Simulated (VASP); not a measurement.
A run of VASP 6.6.1:

POSCAR

```
Bi3H2
1.0
   -2.0422240000      3.3859070000      4.2305820000
    4.0844480000      0.0000000000      0.0000000000
    2.0422240000      3.3859070000     -4.2305820000
Bi H
3 2
Direct
    0.0000000000      0.0000000000      0.0000000000
    0.7032000000      0.5000000000      0.7032000000
    0.2968000000      0.5000000000      0.2968000000
    0.7245000000      0.2245000000      0.2755000000
    0.2755000000      0.7755000000      0.7245000000
```

Contents of INCAR.step1:

```
PREC = Accurate
ENCUT = 550
ISMEAR = -1
SIGMA = 0.1
LREAL = F
LASPH = T
NELM = 120
NBANDS = 32
GGA = PE
ALGO = Normal
EDIFF = 1E-5
LWAVE = T
LCHARG = F
GGA_COMPAT = F
```

File INCAR.step2:

```
PREC = Accurate
ENCUT = 550
EDIFF = 1E-6
ISMEAR = -1
SIGMA = 0.1
LREAL = F
LASPH = T
NELM = 120
ALGO = Normal
ISIF = 2
LWAVE = F
LCHARG = F
METAGGA = R2SCAN
LMIXTAU = T
NBANDS = 32
ISTART = 1
GGA_COMPAT = F
```

KPOINTS

```
regular mesh
0
Gamma
  8 8 8
```

Potentials or basis: VASP PAW PBE potentials, release 64 (Bi_d, H).

The run is started by

```console
$ cat potpaw_PBE.64/Bi_d/POTCAR potpaw_PBE.64/H/POTCAR > POTCAR
$ cp INCAR.step1 INCAR
$ mpirun -np 1 vasp_std > vasp.out
$ cp INCAR.step2 INCAR
$ mpirun -np 1 vasp_std > vasp.out
```

Hardware: 1 thread of Oxide Virtual Turin-like Processor, with other jobs on the host.

Estimate the wall time of this run.

Run time: 31 min on 1 thread of Oxide Virtual Turin-like Processor (shared host), peak memory 0.45 GiB. Counts: k points 95.
